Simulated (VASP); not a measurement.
Runs of VASP 6.6.1 on CaO. The structure is that of space group F-43m (No. 216), or close to it. The cells are those of the table. 

```tsv
task	cell	k mesh	smearing	gap on the mesh (eV)	pressure (GPa)
single point	a = 3.673 Å, angles 60.0°, 2 atoms	6 × 6 × 6	gaussian 0.1 eV	3.36	(a)
single point	a = 3.708 Å, angles 60.0°, 2 atoms	8 × 8 × 8	methfessel-paxton 0.02 eV	3.27	0.4
single point	a = 3.708 Å, angles 60.0°, 2 atoms	8 × 8 × 8	gaussian 0.02 eV	3.27	0.4
relaxation of cell and atoms	relaxed from a = 3.673 Å, angles 60.0°, 2 atoms	8 × 8 × 8	gaussian 0.02 eV	3.25	0.0
```

Alike in all rows: level PBE; potentials or basis VASP PAW PBE potentials, release 64 (Ca_sv, O); no spin polarisation; cutoff (eV) 600.

Q: Estimate the missing entries.

A: (a) 2.7.

A k mesh can miss the band edges.
